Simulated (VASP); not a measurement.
# Zn (Fm-3m) in VASP: further runs, part 2 of 2

VASP 6.6.1.

### Step 3. Relaxation of cell and atoms, LDA, target pressure 20 GPa, at which the enthalpy is minimised

Contents of INCAR:

```
SYSTEM = Zn
PREC = Accurate
ENCUT = 600
EDIFF = 1E-6
ISMEAR = 1
SIGMA = 0.1
LREAL = .False.
LASPH = .True.
NELM = 100
ALGO = Normal
ISIF = 3
LWAVE = .False.
LCHARG = .False.
GGA = CA
IBRION = 2
NSW = 80
EDIFFG = -0.03
PSTRESS = 200.0
```

Contents of KPOINTS:

```
regular mesh
0
Gamma
  11 11 11
  0 0 0
```

Contents of POSCAR:

```
Zn
1.0
    0.0000000000      1.9647760000      1.9647760000
    1.9647760000      0.0000000000      1.9647760000
    1.9647760000      1.9647760000      0.0000000000
Zn
1
Direct
    0.0000000000      0.0000000000      0.0000000000
```

Potentials or basis: VASP PAW LDA potentials, release 64 (Zn).

Started as:

```sh
$ cat potpaw_LDA.64/Zn/POTCAR > POTCAR
$ mpirun -np 1 vasp_std > vasp.out
```

OUTCAR:

```text
SYSTEM = Zn
   PREC = Accurate
   ENCUT = 600
   EDIFF = 1E-6
   ISMEAR = 1
   LREAL = .False.
   LASPH = .True.
   NELM = 100
   ISIF = 3
   GGA = CA
   IBRION = 2
   NSW = 80
   EDIFFG = -0.03
   PSTRESS = 200.0

 ion  position               nearest neighbor table
   1  0.000  0.000  0.000-

  LATTYP: Found a face centered cubic cell.
 ALAT       =     3.9295520000

  Lattice vectors:

 A1 = (   0.0000000000,   1.9647760000,   1.9647760000)
 A2 = (   1.9647760000,   0.0000000000,   1.9647760000)
 A3 = (   1.9647760000,   1.9647760000,   0.0000000000)

Analysis of symmetry for initial positions (statically):
=====================================================================
 Subroutine PRICEL returns:
 Original cell was already a primitive cell.

 Routine SETGRP: Setting up the symmetry group for a
 face centered cubic supercell.

 Subroutine GETGRP returns: Found 48 space group operations
 (whereof 48 operations were pure point group operations)
 out of a pool of 48 trial point group operations.

The static configuration has the point symmetry O_h .

Analysis of symmetry for dynamics (positions and initial velocities):
=====================================================================
 Subroutine PRICEL returns:
 Original cell was already a primitive cell.

 Routine SETGRP: Setting up the symmetry group for a
 face centered cubic supercell.

 Subroutine GETGRP returns: Found 48 space group operations
 (whereof 48 operations were pure point group operations)
 out of a pool of 48 trial point group operations.

The dynamic configuration has the point symmetry O_h .

 Subroutine INISYM returns: Found 48 space group operations
 (whereof 48 operations are pure point group operations),
 and found     1 'primitive' translations

----------------------------------------------------------------------------------------

                                     Primitive cell

[... 113 lines left out ...]
   GGA     = CA    functional components
   LHFCALC =     F    Hartree Fock is set to
   AEXX    =    0.0000 exact exchange contribution
   IVDW    =     0    specifies the selected vdW correction
   LEPSILON=     F    determine dielectric tensor
   LRPA    =     F    only Hartree local field effects (RPA)
 conjugate gradient relaxation of ions
 non-spin polarized calculation
 Methfessel and Paxton  Order N= 1 SIGMA  =   0.10
  energy-cutoff  :      600.00
  volume of cell :       15.17
 maximum number of plane-waves:       532
 NGX is ok and might be reduce to    24
   NGX = 11   NGY = 11   NGZ = 11

--------------------------------------- Ionic step        1  -------------------------------------------

 number of electron      12.0000008 magnetization

 Free energy of the ion-electron system (eV)
  ---------------------------------------------------
  ext. energy  EPLUGINS =         0.00000000
  ---------------------------------------------------
  free energy    TOTEN  =        -1.80089668 eV

  energy without entropy =       -1.80120630  energy(sigma->0) =       -1.80099989

------------------------ aborting loop because EDIFF is reached ----------------------------------------

  FORCE on cell =-STRESS in cart. coord.  units (eV):
  Direction    XX          YY          ZZ          XY          YZ          ZX
  --------------------------------------------------------------------------------------
  -------------------------------------------------------------------------------------
  Total       -0.7285571     -0.7285571     -0.7285571     -0.0000000      0.0000000      0.0000000
  in kB      -76.9493674    -76.9493674    -76.9493674     -0.0000000      0.0000000      0.0000000
  external PRESSURE =    -276.9493674 kB  Pullay stress =     200.0000000 kB
[... 24 lines left out ...]
--------------------------------------- Ionic step        2  -------------------------------------------

 number of electron      12.0000001 magnetization

 E-fermi :   6.6285     XC(G=0): -14.2543

 val. band max:        6.6192403930   @ k =  -0.4545   0.1818   0.0000
 cond. band min:       6.7200620067   @ k =   0.4545   0.0000   0.0000
 fundamental gap:      0.1008216137
 Fermi energy:         6.6285201935

 k-point     1 :       0.0000    0.0000    0.0000
  band No.  band energies     occupation
      1      -7.6899      2.00000
      2      -2.7351      2.00000
      3      -2.7351      2.00000
      4      -2.7351      2.00000
      5      -1.9306      2.00000
      6      -1.9306      2.00000
      7      28.6485      0.00000
      8      30.8395      0.00000
      9      30.8395      0.00000
     10      30.8395      0.00000
[... 372 lines left out ...]
--------------------------------------- Ionic step        4  -------------------------------------------

 number of electron      11.9999998 magnetization

 Free energy of the ion-electron system (eV)
  ---------------------------------------------------
  ext. energy  EPLUGINS =         0.00000000
  ---------------------------------------------------
  free energy    TOTEN  =        -1.74451022 eV

  energy without entropy =       -1.74396067  energy(sigma->0) =       -1.74432703

 E-fermi :   5.0420     XC(G=0): -13.3211

 val. band max:        5.0287226272   @ k =  -0.3636   0.3636   0.0909
 cond. band min:       5.1890088751   @ k =  -0.3636   0.2727   0.0909
 fundamental gap:      0.1602862479
 Fermi energy:         5.0420216731

 k-point     1 :       0.0000    0.0000    0.0000
  band No.  band energies     occupation
      1      -7.6586      2.00000
      2      -3.6083      2.00000
      3      -3.6083      2.00000
      4      -3.6083      2.00000
      5      -2.9977      2.00000
      6      -2.9977      2.00000
      7      25.8883      0.00000
      8      26.7907      0.00000
      9      26.7907      0.00000
     10      26.7907      0.00000
[... 331 lines left out ...]
  energy  without entropy=       -1.7439606674  energy(sigma->0) =       -1.74432703

  enthalpy is  TOTEN    =        -0.2724931976 eV   P V=        1.4720170210

 reached required accuracy - stopping structural energy minimisation
```

OSZICAR:

```text
N       E                     dE             d eps       ncg     rms          rms(c)
DAV:   1     0.367755320270E+02    0.36776E+02   -0.75070E+03  1154   0.208E+03
DAV:   2    -0.110342306553E+01   -0.37879E+02   -0.36352E+02  1128   0.217E+02
DAV:   3    -0.191796065232E+01   -0.81454E+00   -0.81348E+00  1276   0.339E+01
[... 30 lines left out ...]
DAV:   1    -0.175053461604E+01    0.21295E-02   -0.75506E-02  1260   0.613E+00    0.544E-01
DAV:   2    -0.174524782977E+01    0.52868E-02   -0.26476E-02  1252   0.385E+00    0.178E-01
DAV:   3    -0.174472711505E+01    0.52071E-03   -0.30063E-04  1220   0.350E-01    0.977E-02
DAV:   4    -0.174450979316E+01    0.21732E-03   -0.75037E-05  1492   0.154E-01    0.416E-03
DAV:   5    -0.174451021863E+01   -0.42547E-06   -0.22995E-06   950   0.178E-02
   4 F= -.27249320E+00 E0= -.27231001E+00  d E =-.365198E+00
```

CONTCAR:

```text
Zn
   1.00000000000000
    -0.0000000000000000    1.8065686699068215    1.8065686699068215
     1.8065686699068215    0.0000000000000000    1.8065686699068215
     1.8065686699068215    1.8065686699068215    0.0000000000000000
  Zn
     1
Direct
     0.0000000000000000    1.0000000000000000    1.0000000000000000

  0.00000000E+00  0.00000000E+00  0.00000000E+00
```

It took 9.4 s on 1 thread of Intel Xeon 6975P-C (Granite Rapids), shared host; peak memory 0.14 GiB.

What came out:

| Item | Value |
| --- | --- |
| Free energy | -1.7445 eV |
| Relaxed volume | 11.79 Å³/atom |
| Relaxed cell | a = 2.555 Å, b = 2.555 Å, c = 2.555 Å, α = 60.00°, β = 60.00°, γ = 60.00° |
| Space group after relaxing (to 0.05 Å) | Fm-3m (No. 225) |
| Energy change on relaxing (the enthalpy is what falls) | +56.4 meV/atom |
| Ionic steps | 4 |
| Pressure after relaxing | 19.7 GPa |
| Band gap on the k mesh | zero (band 6 reaches 6.74 eV, above the bottom of band 7 at 4.23 eV) |

The path:
```
step  energy change (eV)  largest force (eV/Å)  pressure (GPa)  volume (Å³)
   1              0.0000                0.0000           -7.69        15.17
   2              0.4583                0.0000           61.37        10.11
   3              0.0482                0.0000           18.64        11.86
   4              0.0564                0.0000           19.73        11.79
```

Final structure:
```
Zn
1.0
     0.00000    1.80657    1.80657
     1.80657    0.00000    1.80657
     1.80657    1.80657    0.00000
Zn
1
Cartesian
  3.6131 1.8066 1.8066
```

Levels at points of the mesh, in eV from the Fermi level:
```
           k point  band 2  band 3  band 4  band 5  band 6  band 7  band 8  band 9  band 10
(0.00, 0.00, 0.00)   -8.65   -8.65   -8.65   -8.04   -8.04   20.85   21.75   21.75    21.75
```

Caveat: the cell is relaxed towards a set pressure, so the enthalpy falls and the energy may rise; the volume moved by over 15 % at a fixed basis, so the end points are rough.

### Step 4. Relaxation of cell and atoms, LDA, target pressure 40 GPa, at which the enthalpy is minimised

Contents of INCAR:

```
SYSTEM = Zn
  PREC = Accurate
  ENCUT = 600
  EDIFF = 1E-6
  ISMEAR = 1
  SIGMA = 0.1
  LREAL = .FALSE.
  LASPH = .TRUE.
  NELM = 100
  ALGO = Normal
  ISIF = 3
  LWAVE = .FALSE.
  LCHARG = .FALSE.
  IBRION = 2
  NSW = 80
  EDIFFG = -0.03
  PSTRESS = 400.0
```

Contents of KPOINTS:

```
regular mesh
0
G
  11 11 11
  0 0 0
```

POSCAR is that of step 3.

Started as:

```sh
$ cat potpaw_LDA.64/Zn/POTCAR > POTCAR
$ mpirun -np 1 vasp_std > vasp.out
```

Run time: 11 s. Hardware: 1 thread of Intel Xeon 6975P-C (Granite Rapids), shared host; peak memory 0.14 GiB.

The run converged. Its results:

```
Free energy                                            : -1.5713 eV
Relaxed volume                                         : 10.84 Å³/atom
Relaxed cell                                           : a = 2.484 Å, b = 2.484 Å, c = 2.484 Å, α = 60.00°, β = 60.00°, γ = 60.00°
Space group after relaxing (to 0.05 Å)                 : Fm-3m (No. 225)
Energy change on relaxing (the enthalpy is what falls) : +229.6 meV/atom
Ionic steps                                            : 5
Pressure after relaxing                                : 40.0 GPa
Band gap on the k mesh                                 : zero (band 6 reaches 7.68 eV, above the bottom of band 7 at 5.27 eV)
```

Step by step:
```csv
step,energy change (eV),largest force (eV/Å),pressure (GPa),volume (Å³)
1,0.0000,0.0000,-7.69,15.17
2,3.1902,0.0000,306.33,7.26
3,0.1528,0.0000,31.60,11.18
4,0.1968,0.0000,36.53,10.98
5,0.2296,0.0000,39.96,10.84
```

Final structure:
```
CELL_PARAMETERS angstrom
0.00000 1.75656 1.75656
1.75656 0.00000 1.75656
1.75656 1.75656 0.00000
ATOMIC_POSITIONS crystal
Zn 0.00000 0.00000 0.00000
```

Levels at points of the mesh, in eV from the Fermi level:
| k point | band 2 | band 3 | band 4 | band 5 | band 6 | band 7 | band 8 | band 9 | band 10 |
| --- | --- | --- | --- | --- | --- | --- | --- | --- | --- |
| (0.00, 0.00, 0.00) | -8.98 | -8.98 | -8.98 | -8.27 | -8.27 | 21.52 | 23.12 | 23.12 | 23.12 |

Caveat: the cell is relaxed towards a set pressure, so the enthalpy falls and the energy may rise; the volume moved by over 15 % at a fixed basis, so the end points are rough.

### Step 5. Relaxation of cell and atoms, LDA, target pressure 60 GPa, at which the enthalpy is minimised

Contents of INCAR:

```
PREC = Accurate
ENCUT = 600
EDIFF = 1E-7
ISMEAR = 1
SIGMA = 0.1
LREAL = False
LASPH = True
NELM = 100
ALGO = Normal
ISIF = 3
LWAVE = False
LCHARG = False
GGA = CA
IBRION = 2
NSW = 80
EDIFFG = -0.03
PSTRESS = 600.0
```

Contents of KPOINTS:

```
regular mesh
0
Gamma
  11 11 11
```

POSCAR is that of step 4.

Started as:

```sh
$ cat potpaw_LDA.64/Zn/POTCAR > POTCAR
$ mpirun -np 1 vasp_std > vasp.out
```

It took 17 s on 1 thread of Intel Xeon 6975P-C (Granite Rapids), shared host; peak memory 0.14 GiB.

The run converged, but its numbers aren't listed here, since they failed a check.

Caveat: the cell is relaxed towards a set pressure, so the enthalpy falls and the energy may rise; the volume moved by over 15 % at a fixed basis, so the end points are rough.

### Step 6. Overview

```tsv
cell	gap on the mesh (eV)	pressure (GPa)
relaxed	none	0.0
relaxed to 20 GPa	none	19.7
relaxed to 40 GPa	none	40.0
```

Alike in all rows: task relaxation of cell and atoms; level LDA; potentials or basis VASP PAW LDA potentials, release 64 (Zn); no spin polarisation; k mesh 11 × 11 × 11; cutoff (eV) 600; smearing methfessel-paxton 0.1 eV.

Caveats: the cell is relaxed towards a set pressure, so the enthalpy falls and the energy may rise (some runs); the volume moved by over 15 % at a fixed basis, so the end points are rough (some runs).

Absolute energies hang on the potentials; compare differences alone.
